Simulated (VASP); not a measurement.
# MgAl15HN16 (a cell with a defect) in VASP: further runs, part 2 of 2

VASP 6.6.1.

### 3 Relaxation of the atoms, PBE, collinear spin

Input file INCAR:

```
PREC     = Accurate       # precision mode
ENCUT    = 520            # plane-wave cutoff, eV
EDIFF    = 1E-7           # SCF threshold, eV
ISMEAR   = 0              # smearing method
SIGMA    = 0.01           # smearing width, eV
LREAL    = Auto         
LASPH    = True           # aspherical terms in the spheres
NELM     = 200            # most SCF steps
ALGO     = Normal         # electronic algorithm
ISIF     = 2              # what is computed and relaxed
LWAVE    = False          # write WAVECAR
LCHARG   = False          # write CHGCAR
ISPIN    = 2              # spin polarisation
MAGMOM   = 0 0 0 0 0 0 0 0 0 0 0 0 0 0 0 0.01 0.06 0 0 0.01 0.09 0.05 0 0 0.09 0.05 0 0 0 0.03 0 0 0.44 # initial moments
LORBIT   = 11             # projections on sites
NUPDOWN  = 1.0            # fixed moment
GGA      = PE             # functional
IBRION   = 2              # ionic algorithm
NSW      = 100            # ionic steps
EDIFFG   = -0.03          # ionic threshold
NELECT   = 129.0        
GGA_COMPAT= False        
NELMIN   = 4            
ISYM     = -1
```

Input file KPOINTS:

```
explicit points
1
Reciprocal
  0.25000000   0.25000000   0.25000000 1
```

Input file POSCAR:

```
MgAl15HN16
1.0
    6.2595139100      0.0000000600      0.0000000000
   -3.1297570100      5.4208980300      0.0000000000
    0.0000000000      0.0000000000     10.0348065900
Al Mg N H
15 1 16 1
Direct
    0.3333333300      0.1666666700      0.2496176900
    0.3333333300      0.1666666700      0.7496176900
    0.1666666700      0.3333333300      0.9996176900
    0.3333333300      0.6666666700      0.2496176900
    0.1666666700      0.8333333300      0.4996176900
    0.3333333300      0.6666666700      0.7496176900
    0.1666666700      0.8333333300      0.9996176900
    0.8333333300      0.1666666700      0.2496176900
    0.6666666700      0.3333333300      0.4996176900
    0.8333333300      0.1666666700      0.7496176900
    0.6666666700      0.3333333300      0.9996176900
    0.8333333300      0.6666666700      0.2496176900
    0.6666666700      0.8333333300      0.4996176900
    0.8333333300      0.6666666700      0.7496176900
    0.6666666700      0.8333333300      0.9996176900
    0.1666666700      0.3333333300      0.4996176900
    0.3333333300      0.1666666700      0.4403823100
    0.1666666700      0.3333333300      0.1903823100
    0.3333333300      0.1666666700      0.9403823100
    0.1666666700      0.3333333300      0.6903823100
    0.3333333300      0.6666666700      0.4403823100
    0.1666666700      0.8333333300      0.1903823100
    0.3333333300      0.6666666700      0.9403823100
    0.1666666700      0.8333333300      0.6903823100
    0.8333333300      0.1666666700      0.4403823100
    0.6666666700      0.3333333300      0.1903823100
    0.8333333300      0.1666666700      0.9403823100
    0.6666666700      0.3333333300      0.6903823100
    0.8333333300      0.6666666700      0.4403823100
    0.6666666700      0.8333333300      0.1903823100
    0.8333333300      0.6666666700      0.9403823100
    0.6666666700      0.8333333300      0.6903823100
    0.4236020000      0.0763980000      0.4082460000
```

Potentials or basis: VASP PAW PBE potentials, release 64 (Al, Mg, N, H).

On the command line:

```console
cat potpaw_PBE.64/Al/POTCAR potpaw_PBE.64/Mg/POTCAR potpaw_PBE.64/N/POTCAR potpaw_PBE.64/H/POTCAR > POTCAR
mpirun -np 1 vasp_std > vasp.out
```

OUTCAR:

```text
PREC = Accurate
   ENCUT = 520
   EDIFF = 1E-7
   ISMEAR = 0
   LREAL = Auto
   LASPH = True
   NELM = 200
   ISIF = 2
   ISPIN = 2
   LORBIT = 11
   NUPDOWN = 1.0
   GGA = PE
   IBRION = 2
   NSW = 100
   EDIFFG = -0.03
   NELECT = 129.0
   NELMIN = 4
   ISYM = -1

 ion  position               nearest neighbor table
   1  0.333  0.167  0.250-  33 1.87  18 1.90  26 1.90  22 1.90  17 1.91  16 3.09   3 3.09   9 3.09
                            11 3.09   5 3.09   7 3.09  12 3.13  12 3.13   8 3.13   8 3.13   4 3.13
   2  0.333  0.167  0.750-  20 1.90  28 1.90  24 1.90  19 1.91   3 3.09  16 3.09  11 3.09   9 3.09
                             7 3.09   5 3.09  14 3.13  14 3.13  10 3.13  10 3.13   6 3.13   6 3.13
   3  0.167  0.333  1.000-  19 1.90  27 1.90  23 1.90  18 1.91   1 3.09   2 3.09   8 3.09  10 3.09
                             4 3.09   6 3.09  15 3.13  15 3.13  11 3.13  11 3.13   7 3.13   7 3.13
   4  0.333  0.667  0.250-  22 1.90  30 1.90  18 1.90  21 1.91   5 3.09   7 3.09  13 3.09  15 3.09
                             3 3.09  16 3.09   8 3.13   8 3.13  12 3.13  12 3.13   1 3.13   1 3.13
   5  0.167  0.833  0.500-  33 1.82  21 1.90  29 1.90  17 1.90  24 1.91   6 3.09   4 3.09  14 3.09
                            12 3.09   2 3.09   1 3.09   9 3.13   9 3.13  13 3.13  13 3.13  16 3.13
   6  0.333  0.667  0.750-  24 1.90  32 1.90  20 1.90  23 1.91   5 3.09   7 3.09  13 3.09  15 3.09
                             3 3.09  16 3.09  10 3.13  10 3.13  14 3.13  14 3.13   2 3.13   2 3.13
   7  0.167  0.833  1.000-  23 1.90  31 1.90  19 1.90  22 1.91   4 3.09   6 3.09  12 3.09  14 3.09
                             1 3.09   2 3.09  11 3.13  11 3.13  15 3.13  15 3.13   3 3.13   3 3.13
   8  0.833  0.167  0.250-  26 1.90  18 1.90  30 1.90  25 1.91   9 3.09  11 3.09   3 3.09  16 3.09
                            15 3.09  13 3.09   4 3.13   4 3.13   1 3.13   1 3.13  12 3.13  12 3.13
   9  0.667  0.333  0.500-  33 1.82  25 1.90  17 1.90  29 1.90  28 1.91  10 3.09   8 3.09   2 3.09
                             1 3.09  14 3.09  12 3.09   5 3.13   5 3.13  16 3.13  16 3.13  13 3.13
  10  0.833  0.167  0.750-  28 1.90  20 1.90  32 1.90  27 1.91   9 3.09  11 3.09   3 3.09  16 3.09
                            15 3.09  13 3.09   6 3.13   6 3.13   2 3.13   2 3.13  14 3.13  14 3.13
  11  0.667  0.333  1.000-  27 1.90  19 1.90  31 1.90  26 1.91   8 3.09  10 3.09   1 3.09   2 3.09
                            12 3.09  14 3.09   7 3.13   7 3.13   3 3.13   3 3.13  15 3.13  15 3.13
  12  0.833  0.667  0.250-  30 1.90  22 1.90  26 1.90  29 1.91  13 3.09  15 3.09   5 3.09   7 3.09
                             9 3.09  11 3.09   1 3.13   1 3.13   4 3.13   4 3.13   8 3.13   8 3.13
  13  0.667  0.833  0.500-  29 1.90  21 1.90  25 1.90  32 1.91  12 3.09  14 3.09   4 3.09   6 3.09
                             8 3.09  10 3.09  16 3.13  16 3.13   5 3.13   5 3.13   9 3.13   9 3.13
[... 532 lines left out ...]
  ext. energy  EPLUGINS =         0.00000000
  ---------------------------------------------------
  free energy    TOTEN  =      -230.18069975 eV

  energy without entropy =     -230.18069975  energy(sigma->0) =     -230.18069975

 E-fermi :   5.8444     XC(G=0): -10.8992

 val. band max:        7.4360449394   @ k =   0.2500   0.2500   0.2500
 cond. band min:       8.6418654549   @ k =   0.2500   0.2500   0.2500
 fundamental gap:      1.2058205155
 Fermi energy:         7.5100127663

 spin component 1

 k-point     1 :       0.2500    0.2500    0.2500
  band No.  band energies     occupation
      1      -8.7810      1.00000
      2      -8.3311      1.00000
      3      -8.1921      1.00000
      4      -8.0728      1.00000
      5      -7.8172      1.00000
      6      -7.6569      1.00000
[... 68 lines left out ...]
     75      12.6755      0.00000
     76      12.9183      0.00000
 Fermi energy:         5.8443819825

 spin component 2

 k-point     1 :       0.2500    0.2500    0.2500
  band No.  band energies     occupation
      1      -8.7566      1.00000
      2      -8.2856      1.00000
      3      -8.1676      1.00000
      4      -8.0608      1.00000
      5      -7.7723      1.00000
      6      -7.6285      1.00000
[... 68 lines left out ...]
     75      12.7027      0.00000
     76      12.9481      0.00000
 [bands above 76 left out]

------------------------ aborting loop because EDIFF is reached ----------------------------------------

  FORCE on cell =-STRESS in cart. coord.  units (eV):
  Direction    XX          YY          ZZ          XY          YZ          ZX
  --------------------------------------------------------------------------------------
  -------------------------------------------------------------------------------------
  Total       18.2133030      8.1137876     24.0124450     -8.7467979      0.2344715      0.1107255
  in kB       85.6995297     38.1780163    112.9863839    -41.1565363      1.1032649      0.5209995
  external PRESSURE =      78.9546433 kB  Pullay stress =       0.0000000 kB
[... 48 lines left out ...]
  FREE ENERGIE OF THE ION-ELECTRON SYSTEM (eV)
  ---------------------------------------------------
  free  energy   TOTEN  =      -230.1806997466 eV

  energy  without entropy=     -230.1806997466  energy(sigma->0) =     -230.18069975

 reached required accuracy - stopping structural energy minimisation

 total charge

# of ion       s       p       d       tot
------------------------------------------
    1        0.371   0.429   0.000   0.799
    2        0.378   0.442   0.000   0.820
    3        0.375   0.429   0.000   0.803
    4        0.369   0.430   0.000   0.799
    5        0.380   0.444   0.000   0.825
    6        0.379   0.440   0.000   0.819
[... 25 lines left out ...]
   32        1.230   2.615   0.000   3.845
   33        0.500   0.018   0.000   0.518
--------------------------------------------------
tot         26.079  48.713   0.086  74.878

 magnetization (x)

# of ion       s       p       d       tot
------------------------------------------
    1       -0.000  -0.000   0.000  -0.000
    2       -0.000   0.000   0.000   0.000
    3       -0.000   0.000   0.000  -0.000
    4       -0.001   0.000   0.000  -0.001
    5        0.000   0.001   0.000   0.002
    6       -0.000   0.000   0.000   0.000
[... 25 lines left out ...]
   32       -0.000  -0.000   0.000  -0.000
   33        0.252   0.003   0.000   0.255
--------------------------------------------------
tot          0.269   0.332   0.003   0.604
```

CONTCAR:

```text
MgAl15HN16
   1.00000000000000
     6.2595139099999999    0.0000000600000000    0.0000000000000000
    -3.1297570100000001    5.4208980300000000    0.0000000000000000
     0.0000000000000000    0.0000000000000000   10.0348065900000005
  Al              Mg              N               H
    15     1    16     1
Direct
     0.3340728737752571    0.1660659096352034    0.2535664855011152
     0.3306781143503300    0.1692834080935045    0.7531215867067040
     0.1638798306640522    0.3361352028121493    0.0025848534038297
     0.3337775689160726    0.6746838662044464    0.2531389050326878
     0.1675931137917014    0.8379669217509484    0.5015989649080043
     0.3304986000548825    0.6670933535956930    0.7535675549245214
[... 25 lines left out ...]
     0.6655472025401572    0.8340347483221890    0.6934443392879585
     0.4998056713207311    0.9999361205558124    0.3332328318662633

  0.00000000E+00  0.00000000E+00  0.00000000E+00
  0.00000000E+00  0.00000000E+00  0.00000000E+00
  0.00000000E+00  0.00000000E+00  0.00000000E+00
  0.00000000E+00  0.00000000E+00  0.00000000E+00
  0.00000000E+00  0.00000000E+00  0.00000000E+00
  0.00000000E+00  0.00000000E+00  0.00000000E+00
[... 25 lines left out ...]
  0.00000000E+00  0.00000000E+00  0.00000000E+00
  0.00000000E+00  0.00000000E+00  0.00000000E+00
```

It took 69 min on 1 thread of Intel Xeon Platinum 8488C (Sapphire Rapids), shared host; peak memory 0.63 GiB.

Results:

- Free energy: -230.1807 eV
- Energy gained by relaxing: 70.5 meV/atom
- Ionic steps: 34
- Largest force after relaxing: 0.028 eV/Å
- Net moment: 1.00 μB per cell
- Site moments: Al -0.00, +0.00 (each value once); Mg +0.02; N +0.05, +0.00, -0.00, +0.01, +0.08, +0.04, +0.03 (each value once); H +0.26 μB
- Valence electrons inside the program's atomic spheres: Al 0.80, 0.82 (each value once); Mg 0.53; N 3.86, 3.82, 3.85, 3.84 (each value once); H 0.52

Forces in eV/Å, atoms in the order of the input:
```
Al   0.004 -0.003 -0.018
Al  -0.008  0.005 -0.008
Al   0.004 -0.004  0.023
Al   0.011  0.005 -0.004
Al  -0.010  0.007 -0.011
Al  -0.006 -0.008  0.004
Al   0.005 -0.007  0.015
Al  -0.001 -0.014 -0.003
Al  -0.008  0.001 -0.011
Al   0.002  0.012  0.003
Al   0.012 -0.001  0.014
Al  -0.009  0.003  0.015
Al   0.012 -0.003 -0.026
Al  -0.012  0.007  0.011
Al  -0.002  0.002 -0.002
Mg   0.011 -0.008 -0.008
N    0.000 -0.001  0.024
N    0.007 -0.002 -0.022
N    0.023 -0.014  0.007
N   -0.019  0.013  0.005
N    0.015  0.004  0.013
N    0.002 -0.003 -0.018
N    0.002  0.000 -0.012
N    0.002  0.002  0.014
N    0.003 -0.014  0.016
N    0.002 -0.001 -0.016
N    0.000  0.000 -0.012
N   -0.003  0.001  0.019
N    0.003 -0.002 -0.007
N   -0.013  0.005 -0.019
N   -0.003  0.002  0.015
N   -0.022  0.012  0.003
H   -0.005  0.006 -0.005
```

Step by step:
```tsv
step	energy change (eV)	largest force (eV/Å)	pressure (GPa)
1	0.0000	2.8792	8.41
2	-0.9729	2.4846	8.31
3	-1.0018	2.2942	8.19
4	-1.1892	1.6762	8.47
5	-1.1923	1.4287	8.42
6	-1.2831	0.4436	8.10
7	-1.2846	0.5270	8.06
8	-1.3521	0.5092	8.13
9	-1.3696	0.6825	8.23
10	-1.4229	0.8228	8.27
11	-1.4628	1.0937	8.32
12	-1.5209	1.2433	8.28
13	-1.6548	1.3708	8.17
14	-1.4470	1.6652	8.17
15	-1.6737	1.2543	8.13
16	-1.8012	0.9149	8.05
17	-1.8913	1.1539	7.99
18	-2.0110	0.8428	7.92
19	-2.1109	0.6784	7.87
20	-2.1867	0.5943	7.90
21	-2.2167	0.5665	7.96
22	-2.2758	0.2754	7.93
23	-2.2813	0.2628	7.92
24	-2.3006	0.2025	7.92
25	-2.3025	0.1812	7.92
26	-2.3126	0.1426	7.91
27	-2.3155	0.1621	7.91
28	-2.3217	0.0764	7.91
29	-2.3220	0.1050	7.91
30	-2.3250	0.0562	7.90
31	-2.3252	0.0678	7.89
32	-2.3266	0.0427	7.90
33	-2.3266	0.0413	7.90
34	-2.3271	0.0282	7.90
```

Final structure:
```
Al Mg N H
1.0
     6.25951    0.00000    0.00000
    -3.12976    5.42090    0.00000
     0.00000    0.00000   10.03481
Al Mg N H
15 1 16 1
Direct
  0.33407 0.16607 0.25357
  0.33068 0.16928 0.75312
  0.16388 0.33614 0.00258
  0.33378 0.67468 0.25314
  0.16759 0.83797 0.50160
  0.33050 0.66709 0.75357
  0.16288 0.83592 0.00138
  0.82550 0.16644 0.25314
  0.66225 0.33252 0.50155
  0.83274 0.16923 0.75354
  0.66405 0.33714 0.00139
  0.83118 0.66905 0.25247
  0.66281 0.83719 0.50199
  0.83145 0.66837 0.75025
  0.66467 0.83532 0.00164
  0.16387 0.33624 0.50435
  0.33584 0.16431 0.44073
  0.16570 0.33442 0.19266
  0.33017 0.16979 0.94294
  0.16571 0.33409 0.70590
  0.33682 0.68376 0.44075
  0.15865 0.83111 0.18791
  0.33045 0.67253 0.94357
  0.16627 0.83426 0.69278
  0.81635 0.16320 0.44070
  0.66890 0.34147 0.18790
  0.82742 0.16948 0.94355
  0.66571 0.33345 0.69272
  0.82994 0.67016 0.44277
  0.66886 0.83145 0.18840
  0.82957 0.67030 0.93904
  0.66555 0.83403 0.69344
  0.49981 0.99994 0.33323
```

Caveat: the cell carries a net charge on a neutralising background, which shifts energy and pressure; the cell is charged against a uniform background, so pressure and absolute levels hang on convention; the total moment is fixed, so each spin has its own Fermi level and the state may be an excited one.

### 4 Relaxation of the atoms, PBE, collinear spin

Input file INCAR:

```
PREC = Accurate
ENCUT = 520
EDIFF = 1E-7
ISMEAR = 0
SIGMA = 0.01
LREAL = Auto
LASPH = True
NELM = 200
ALGO = Normal
ISIF = 2
LWAVE = False
LCHARG = False
ISPIN = 2
MAGMOM = 0 0 0 0 0 0 0 0 0 0 0 0 0 0 0 0.01 0.01 0.01 0.08 0.3 0.13 0.05 0.05 0.01 0.05 0.02 0.05 0.01 0.01 0.01 0.01 0 0
LORBIT = 11
NUPDOWN = 1.0
GGA = PE
IBRION = 2
NSW = 100
EDIFFG = -0.03
NELECT = 127.0
GGA_COMPAT = False
NELMIN = 4
ISYM = -1
```

KPOINTS is that of step 3.

POSCAR is that of step 3.

On the command line:

```console
cat potpaw_PBE.64/Al/POTCAR potpaw_PBE.64/Mg/POTCAR potpaw_PBE.64/N/POTCAR potpaw_PBE.64/H/POTCAR > POTCAR
mpirun -np 1 vasp_std > vasp.out
```

It took 42 min on 1 thread of Intel Xeon Platinum 8488C (Sapphire Rapids), shared host; peak memory 0.61 GiB.

The run converged. Its results:

```
Free energy                                           : -245.8058 eV
Energy gained by relaxing                             : 42.0 meV/atom
Ionic steps                                           : 22
Largest force after relaxing                          : 0.027 eV/Å
Net moment                                            : 1.00 μB per cell
Site moments                                          : Al +0.00, -0.00 (each value once); Mg +0.01; N +0.01, +0.07, +0.26, +0.11, +0.04, +0.02, +0.05, +0.00 (each value once); H -0.00 μB
Valence electrons inside the program's atomic spheres : Al 0.81, 0.80, 0.79, 0.82 (each value once); Mg 0.44; N 3.90, 3.84, 3.82, 3.76, 3.81, 3.83, 3.85 (each value once); H 0.70
```

Forces on the atoms (eV/Å):
```
Al   0.012 -0.005  0.005
Al  -0.004  0.004  0.006
Al  -0.002  0.002 -0.011
Al   0.002 -0.004  0.000
Al   0.003 -0.005  0.003
Al   0.004  0.007  0.009
Al   0.001  0.008  0.001
Al   0.004 -0.003  0.000
Al   0.008  0.007  0.004
Al  -0.005 -0.007  0.011
Al  -0.009 -0.003  0.000
Al   0.017 -0.012 -0.003
Al   0.008 -0.003  0.009
Al   0.001  0.004 -0.009
Al  -0.003  0.000  0.011
Mg   0.007 -0.013  0.019
N   -0.018  0.009 -0.007
N   -0.022  0.011 -0.011
N   -0.014  0.005  0.017
N   -0.010  0.009 -0.004
N    0.012  0.012 -0.021
N    0.002  0.007 -0.008
N   -0.003  0.003  0.004
N    0.000 -0.004 -0.007
N    0.007 -0.010 -0.018
N   -0.006 -0.009 -0.002
N   -0.003  0.001  0.003
N    0.004  0.002 -0.010
N    0.009 -0.008 -0.008
N    0.004 -0.005 -0.013
N   -0.011  0.007  0.020
N   -0.005  0.001  0.007
H    0.012 -0.006  0.002
```

The path:
```csv
step,energy change (eV),largest force (eV/Å),pressure (GPa)
1,0.0000,3.1942,-0.99
2,-1.0421,1.7659,-0.69
3,-1.1122,1.6819,-0.90
4,-1.2391,2.3590,-1.35
5,-1.2464,1.9613,-1.29
6,-1.3250,0.7778,-1.04
7,-1.3307,0.4711,-1.10
8,-1.3602,0.2040,-1.16
9,-1.3616,0.2080,-1.17
10,-1.3716,0.1790,-1.20
11,-1.3735,0.2357,-1.23
12,-1.3787,0.2297,-1.19
13,-1.3787,0.2385,-1.19
14,-1.3823,0.1390,-1.25
15,-1.3823,0.1354,-1.25
16,-1.3845,0.0571,-1.25
17,-1.3847,0.0810,-1.24
18,-1.3858,0.0351,-1.24
19,-1.3860,0.0475,-1.25
20,-1.3867,0.0636,-1.26
21,-1.3867,0.0981,-1.26
22,-1.3871,0.0271,-1.25
```

Final structure:
```xyz
33
Lattice="6.2595 0.0000 0.0000 -3.1298 5.4209 0.0000 0.0000 0.0000 10.0348" Properties=species:S:1:pos:R:3 pbc="T T T"
Al    1.5424    0.9196    2.3740
Al    1.5887    0.8909    7.5498
Al   -0.0292    1.8218   10.0286
Al   -0.0066    3.6245    2.4916
Al   -1.6008    4.4224    5.0780
Al    0.0017    3.6415    7.5441
Al   -1.5887    4.5060   10.0213
Al    4.6695    0.9026    2.5030
Al    3.2007    1.8844    5.0758
Al    4.6738    0.8929    7.5418
Al    3.1207    1.8305   10.0281
Al    3.1126    3.6221    2.4985
Al    1.5475    4.5340    5.0333
Al    3.1074    3.6273    7.5582
Al    1.5519    4.5239    0.0077
Mg    0.0467    1.7664    4.9427
N     1.7293    0.8106    4.3277
N    -0.0169    1.8117    1.9120
N     1.5328    0.9168    9.4556
N     0.0143    1.8061    7.0569
N    -0.0182    3.7158    4.3954
N    -1.5686    4.5131    1.8877
N    -0.0250    3.6308    9.4430
N    -1.5686    4.5110    6.9486
N     4.5932    0.8635    4.3918
N     3.1305    1.8174    1.8863
N     4.6642    0.9176    9.4435
N     3.1355    1.8169    6.9481
N     3.0993    3.6330    4.4155
N     1.5671    4.5152    1.9000
N     3.0978    3.6302    9.4379
N     1.5683    4.5182    6.9363
H     2.6150    0.3097    4.0621
```

Caveat: the cell carries a net charge on a neutralising background, which shifts energy and pressure; the cell is charged against a uniform background, so pressure and absolute levels hang on convention; the total moment is fixed, so each spin has its own Fermi level and the state may be an excited one.
